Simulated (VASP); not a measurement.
# Li in VASP: notebook, part 2 of 2

VASP 6.6.1.

## (3) Single point, PBEsol+D3(BJ)

This run uses another cell than the first one, of 18.37 Å³/atom, 1.178 times its volume.

INCAR reads:

```
SYSTEM = Li
ALGO = Normal ; EDIFF = 1E-6
ENCUT = 520 ; GGA = PS
ISIF = 2 ; ISMEAR = -1
IVDW = 12 ; LASPH = .True.
LCHARG = .False. ; LREAL = .False.
LWAVE = .False. ; NBANDS = 14
NELM = 60 ; PREC = Accurate
SIGMA = 0.15
```

KPOINTS reads:

```
k-points
0
Gamma
  5 5 5
  0 0 0
```

POSCAR reads:

```
Li
1.0
    4.1888032561      0.0000000000      0.0000000000
    0.0000000000      4.1888032561      0.0000000000
    0.0000000000      0.0000000000      4.1888032561
Li
4
Direct
    0.7497675849      0.2502324151      0.7502324151
    0.2497675849      0.2497675849      0.2497675849
    0.2502324151      0.7502324151      0.7497675849
    0.7502324151      0.7497675849      0.2502324151
```

Potentials or basis: VASP PAW PBE potentials, release 64 (Li_sv).

Run with:

```
$ cat potpaw_PBE.64/Li_sv/POTCAR > POTCAR
$ mpirun -np 1 vasp_std > vasp.out
```

Wall time 6.7 s (1 thread of Intel Xeon Platinum 8259CL at 2.50GHz (Skylake/Cascade Lake), shared host); peak memory 0.17 GiB.

The run converged. Its results:

```
Free energy                : -8.5898 eV
Band gap on the k mesh     : zero (band 6 reaches 2.51 eV, above the bottom of band 7 at 0.48 eV)
Dispersion energy per atom : -0.165 eV
```

Forces on the atoms (eV/Å):
```
Li   0.002 -0.002 -0.002
Li   0.002  0.002  0.002
Li  -0.002 -0.002  0.002
Li  -0.002  0.002 -0.002
```

Levels at points of the mesh, in eV from the Fermi level:
| k point | band 3 | band 4 | band 5 | band 6 | band 7 | band 8 | band 9 | band 10 |
| --- | --- | --- | --- | --- | --- | --- | --- | --- |
| (0.00, 0.00, 0.00) | -45.66 | -45.66 | -3.62 | 1.66 | 1.66 | 1.66 | 5.13 | 5.13 |

Caveat: the cutoff is under 1.25 times the usual one of these potentials, so pressure, stress and relaxed cells hold a basis-set (Pulay) error; the PAW data sets were made with another functional, which shifts forces and pressure a little; pairwise dispersion overbinds metals, which lowers pressure and volume.

## (4) Single point, PBEsol

This run uses another cell than the first one, of 20.21 Å³/atom, 1.295 times its volume.

INCAR reads:

```
SYSTEM = Li
  PREC = Accurate
  ENCUT = 520
  EDIFF = 1E-6
  ISMEAR = -1
  SIGMA = 0.15
  LREAL = .False.
  LASPH = .True.
  NELM = 80
  ALGO = Normal
  ISIF = 2
  LWAVE = .False.
  LCHARG = .True.
  GGA = PS
  LELF = .True.
  LVHAR = .True.
  NBANDS = 14
```

KPOINTS reads:

```
regular mesh
0
Gamma
  5 5 5
  0 0 0
```

POSCAR reads:

```
Li
1.0
    4.3238882242      0.0000000000      0.0000000000
    0.0000000000      4.3238882242      0.0000000000
    0.0000000000      0.0000000000      4.3238882242
Li
4
Direct
    0.7500026830      0.2499973170      0.7499973170
    0.2500026830      0.2500026830      0.2500026830
    0.2499973170      0.7499973170      0.7500026830
    0.7499973170      0.7500026830      0.2499973170
```

Potentials or basis: VASP PAW PBE potentials, release 64 (Li_sv).

Run with:

```
$ cat potpaw_PBE.64/Li_sv/POTCAR > POTCAR
$ mpirun -np 1 vasp_std > vasp.out
```

OUTCAR:

```text
SYSTEM = Li
   PREC = Accurate
   ENCUT = 520
   EDIFF = 1E-6
   ISMEAR = -1
   LREAL = .False.
   LASPH = .True.
   NELM = 80
   ISIF = 2
   GGA = PS

 ion  position               nearest neighbor table
   1  0.750  0.250  0.750-
   2  0.250  0.250  0.250-
   3  0.250  0.750  0.750-
   4  0.750  0.750  0.250-

  LATTYP: Found a simple cubic cell.
 ALAT       =     4.3238882242

  Lattice vectors:

 A1 = (   4.3238882242,   0.0000000000,   0.0000000000)
 A2 = (   0.0000000000,   4.3238882242,   0.0000000000)
 A3 = (   0.0000000000,   0.0000000000,   4.3238882242)

Analysis of symmetry for initial positions (statically):
=====================================================================
 Subroutine PRICEL returns:
 Original cell was already a primitive cell.

 Routine SETGRP: Setting up the symmetry group for a
 simple cubic supercell.

 Subroutine GETGRP returns: Found 24 space group operations
 (whereof  6 operations were pure point group operations)
 out of a pool of 48 trial point group operations.

[... 166 lines left out ...]
      6       2.1670      0.00005
      7       2.1670      0.00005
      8       2.1670      0.00005
      9       5.3577      0.00000
     10       5.3577      0.00000
     11       5.3577      0.00000
     12       9.0933      0.00000
     13       9.0933      0.00000
     14       9.0933      0.00000
[... 139 lines left out ...]
      1     -45.2588      2.00000
      2     -45.2563      2.00000
      3     -45.2563      2.00000
      4     -45.2563      2.00000
      5      -0.1802      1.98826
      6       0.6996      0.64911
      7       0.6996      0.64909
      8       0.6996      0.64907
      9       3.8150      0.00000
     10       3.8150      0.00000
     11       3.8150      0.00000
     12       4.8033      0.00000
     13      12.3779      0.00000
     14      12.3950      0.00000

------------------------ aborting loop because EDIFF is reached ----------------------------------------

  FORCE on cell =-STRESS in cart. coord.  units (eV):
  Direction    XX          YY          ZZ          XY          YZ          ZX
  --------------------------------------------------------------------------------------
  -------------------------------------------------------------------------------------
  Total       -0.0402295     -0.0402295     -0.0402295     -0.0000000      0.0000000     -0.0000000
  in kB       -0.7973192     -0.7973192     -0.7973192     -0.0000000      0.0000000     -0.0000000
  external PRESSURE =      -0.7973192 kB  Pullay stress =       0.0000000 kB

 VOLUME and BASIS-vectors are now :
 -----------------------------------------------------------------------------
  energy-cutoff  :      520.00
  volume of cell :       80.84
      direct lattice vectors                 reciprocal lattice vectors
     4.323888224  0.000000000  0.000000000     0.231273323  0.000000000  0.000000000
     0.000000000  4.323888224  0.000000000     0.000000000  0.231273323  0.000000000
     0.000000000  0.000000000  4.323888224     0.000000000  0.000000000  0.231273323

 POSITION                                       TOTAL-FORCE (eV/Angst)
 -----------------------------------------------------------------------------------
      3.24293      1.08096      3.24290        -0.000997      0.000997      0.000997
      1.08098      1.08098      1.08098        -0.000997     -0.000997     -0.000997
      1.08096      3.24290      3.24293         0.000997      0.000997     -0.000997
      3.24290      3.24293      1.08096         0.000997     -0.000997      0.000997
 -----------------------------------------------------------------------------------
    total drift:                                0.000000     -0.000000     -0.000000

  FREE ENERGIE OF THE ION-ELECTRON SYSTEM (eV)
  ---------------------------------------------------
  free  energy   TOTEN  =        -7.9641643559 eV

  energy  without entropy=       -7.8390031895  energy(sigma->0) =       -7.90158377
```

It took 6.6 s on 1 thread of Intel Xeon Platinum 8259CL at 2.50GHz (Skylake/Cascade Lake), shared host; peak memory 0.16 GiB.

Results:

```
Free energy            : -7.9642 eV
Band gap on the k mesh : zero (band 6 reaches 2.17 eV, above the bottom of band 7 at 0.20 eV)
```

Caveat: the cutoff is under 1.25 times the usual one of these potentials, so pressure, stress and relaxed cells hold a basis-set (Pulay) error; the PAW data sets were made with another functional, which shifts forces and pressure a little.

## (5) Overview

| level | cell | gap on the mesh (eV) |
| --- | --- | --- |
| BLYP+D3(BJ) | a = 3.967 Å, 4 atoms | none |
| PBEsol+D3(BJ) | a = 4.189 Å, 4 atoms | none |
| PBEsol | a = 4.324 Å, 4 atoms | none |

Alike in all rows: task single point; potentials or basis VASP PAW PBE potentials, release 64 (Li_sv); no spin polarisation; k mesh 5 × 5 × 5; cutoff (eV) 520; smearing fermi-dirac 0.15 eV.

Caveats: the cutoff is under 1.25 times the usual one of these potentials, so pressure, stress and relaxed cells hold a basis-set (Pulay) error; the PAW data sets were made with another functional, which shifts forces and pressure a little; pairwise dispersion overbinds metals, which lowers pressure and volume (some runs).

Total energies depend on the potentials used, so only differences within one code and one set of settings carry meaning.
